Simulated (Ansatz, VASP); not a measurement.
**Two plane-wave programs on BN**

```xyz
4
Lattice="2.5697 0.0000 0.0000 -1.2848 2.2254 0.0000 0.0000 0.0000 6.0906" Properties=species:S:1:pos:R:3 pbc="T T T"
B     0.0000    1.4836    1.5227
B     1.2848    0.7418    4.5680
N     0.0000    1.4836    4.5680
N     1.2848    0.7418    1.5227
```

Alike in both runs: task single point; functional LDA; k mesh 12 × 12 × 4; occupations gaussian, width 0.05 eV; no spin polarisation.

```csv
,VASP,Ansatz
version,VASP 6.6.1,Ansatz 0.2.0
potentials or method,"VASP PAW LDA potentials, release 64 (B, N), cutoff 520 eV","scalar-relativistic, plane waves, PAW"
valence electrons in the cell,16,16
```

|  | VASP | Ansatz | Ansatz less VASP |
| --- | --- | --- | --- |
| gap on the k mesh at the Fermi level (eV) | 3.80 | 3.81 | +0.010 |
| least direct gap on the mesh (eV) | 4.05 | 4.06 | +0.010 |
| pressure (GPa) | -21.1 | -21.6 | -0.55 |
| traceless stress, the component that is largest in VASP (GPa) | 23.02 | 23.73 | +0.715 |

Ansatz warns that its potentials were made for another functional, while VASP's fit it. LDA's correlation is that of Perdew and Zunger in VASP and of Perdew and Wang (1992) in Ansatz.
